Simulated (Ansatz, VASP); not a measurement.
# Si2Br in VASP and in Ansatz

```
Si Br
1.0
     3.43853    0.00000    0.00000
     0.00000    3.43853    0.00000
     0.00000    0.00000   12.88038
Si Br
4 2
Direct
  0.00000 0.50000 0.86412
  0.50000 0.00000 0.36412
  0.50000 0.00000 0.63588
  0.00000 0.50000 0.13588
  0.00000 0.00000 0.75000
  0.00000 0.00000 0.25000
```

Change from the starting cell: species swapped into the AuI2 type (P4_2/mmc, No. 131).

Alike in both runs: task single point; functional PBE; k mesh 6 × 6 × 2; occupations gaussian, width 0.1 eV; no spin polarisation.

|  | VASP | Ansatz |
| --- | --- | --- |
| version | VASP 6.6.1 | Ansatz 0.2.0 |
| potentials or method | VASP PAW PBE potentials, release 64 (Si, Br), cutoff 520 eV | scalar-relativistic, plane waves, PAW |
| valence electrons in the cell | 30 | 30 |

```tsv
	VASP	Ansatz	Ansatz less VASP
gap on the k mesh at the Fermi level (eV)	none	none	-
pressure (GPa)	15.7	15.8	+0.08
traceless stress, the component that is largest in VASP (GPa)	9.63	9.62	-0.008
rms of the force components (eV/Å)	2.160	2.167	+0.0072
```

Atom by atom the forces differ by 0.007 eV/Å (rms over components). A gap of «none» marks a metal or a gap that the smearing closes. The functional is the same, so the differences come from potentials, cutoffs and numerics.
